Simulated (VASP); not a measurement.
Set up this calculation in VASP 6.6.1, as the native input.

```yaml
Task: single point
Functional: LDA
Potentials_or_basis: VASP PAW LDA potentials, release 64 (Si)
Cutoff: 500 eV
k_mesh: 1 × 1 × 1, shifted
Occupations: fermi-dirac, width 0.05 eV
Spin: no spin polarisation
Dipole_correction: no
Further_INCAR_settings: LREAL = Auto; ALGO = Normal; EDIFF = 1e-06; NBANDS = 166; ISYM = 0
```

The structure of Si lies in POSCAR:

```
Si
1.0
   10.8655790000      0.0000000000      0.0000000000
    0.0000000000     10.8655790000      0.0000000000
    0.0000000000      0.0000000000     10.8655790000
Si
64
Direct
    0.0000000000      0.0000000000      0.0000000000
    0.0000000000      0.0000000000      0.5000000000
    0.0000000000      0.5000000000      0.0000000000
    0.0000000000      0.5000000000      0.5000000000
    0.5000000000      0.0000000000      0.0000000000
    0.5000000000      0.0000000000      0.5000000000
    0.5000000000      0.5000000000      0.0000000000
    0.5000000000      0.5000000000      0.5000000000
    0.1250000000      0.1250000000      0.1250000000
    0.1250000000      0.1250000000      0.6250000000
    0.1250000000      0.6250000000      0.1250000000
    0.1250000000      0.6250000000      0.6250000000
    0.6250000000      0.1250000000      0.1250000000
    0.6250000000      0.1250000000      0.6250000000
    0.6250000000      0.6250000000      0.1250000000
    0.6250000000      0.6250000000      0.6250000000
    0.2500000000      0.2500000000      0.0000000000
    0.2500000000      0.2500000000      0.5000000000
    0.2500000000      0.7500000000      0.0000000000
    0.2500000000      0.7500000000      0.5000000000
    0.7500000000      0.2500000000      0.0000000000
    0.7500000000      0.2500000000      0.5000000000
    0.7500000000      0.7500000000      0.0000000000
    0.7500000000      0.7500000000      0.5000000000
    0.3750000000      0.3750000000      0.1250000000
    0.3750000000      0.3750000000      0.6250000000
    0.3750000000      0.8750000000      0.1250000000
    0.3750000000      0.8750000000      0.6250000000
    0.8750000000      0.3750000000      0.1250000000
    0.8750000000      0.3750000000      0.6250000000
    0.8750000000      0.8750000000      0.1250000000
    0.8750000000      0.8750000000      0.6250000000
    0.2500000000      0.0000000000      0.2500000000
    0.2500000000      0.0000000000      0.7500000000
    0.2500000000      0.5000000000      0.2500000000
    0.2500000000      0.5000000000      0.7500000000
    0.7500000000      0.0000000000      0.2500000000
    0.7500000000      0.0000000000      0.7500000000
    0.7500000000      0.5000000000      0.2500000000
    0.7500000000      0.5000000000      0.7500000000
    0.3750000000      0.1250000000      0.3750000000
    0.3750000000      0.1250000000      0.8750000000
    0.3750000000      0.6250000000      0.3750000000
    0.3750000000      0.6250000000      0.8750000000
    0.8750000000      0.1250000000      0.3750000000
    0.8750000000      0.1250000000      0.8750000000
    0.8750000000      0.6250000000      0.3750000000
    0.8750000000      0.6250000000      0.8750000000
    0.0000000000      0.2500000000      0.2500000000
    0.0000000000      0.2500000000      0.7500000000
    0.0000000000      0.7500000000      0.2500000000
    0.0000000000      0.7500000000      0.7500000000
    0.5000000000      0.2500000000      0.2500000000
    0.5000000000      0.2500000000      0.7500000000
    0.5000000000      0.7500000000      0.2500000000
    0.5000000000      0.7500000000      0.7500000000
    0.1250000000      0.3750000000      0.3750000000
    0.1250000000      0.3750000000      0.8750000000
    0.1250000000      0.8750000000      0.3750000000
    0.1250000000      0.8750000000      0.8750000000
    0.6250000000      0.3750000000      0.3750000000
    0.6250000000      0.3750000000      0.8750000000
    0.6250000000      0.8750000000      0.3750000000
    0.6250000000      0.8750000000      0.8750000000
```

These files were run (other wordings do the same):

INCAR

```
SYSTEM = Si
PREC = Accurate
ENCUT = 500
EDIFF = 1E-6
ISMEAR = -1
SIGMA = 0.05
LREAL = Auto
LASPH = .True.
NELM = 120
ALGO = Normal
ISIF = 2
LWAVE = .False.
LCHARG = .False.
GGA = CA
ISYM = 0
NBANDS = 166
GGA_COMPAT = .False.
```

KPOINTS

```
Automatic mesh
0
Gamma
  1 1 1
  0.25 0.25 0.25
```

Potentials or basis: VASP PAW LDA potentials, release 64 (Si).

Command:

```console
$ cat potpaw_LDA.64/Si/POTCAR > POTCAR
$ mpirun -np 1 vasp_std > vasp.out
```

It gave:

```json
{
  "Pressure": "-1.6 GPa",
  "Band gap on the k mesh": "1.08 eV"
}
```

Caveat: a shifted mesh leaves out Γ, where band edges can lie.

It took 31 min on 1 thread of Intel Xeon 8259CL (shared host), peak memory 0.96 GiB.
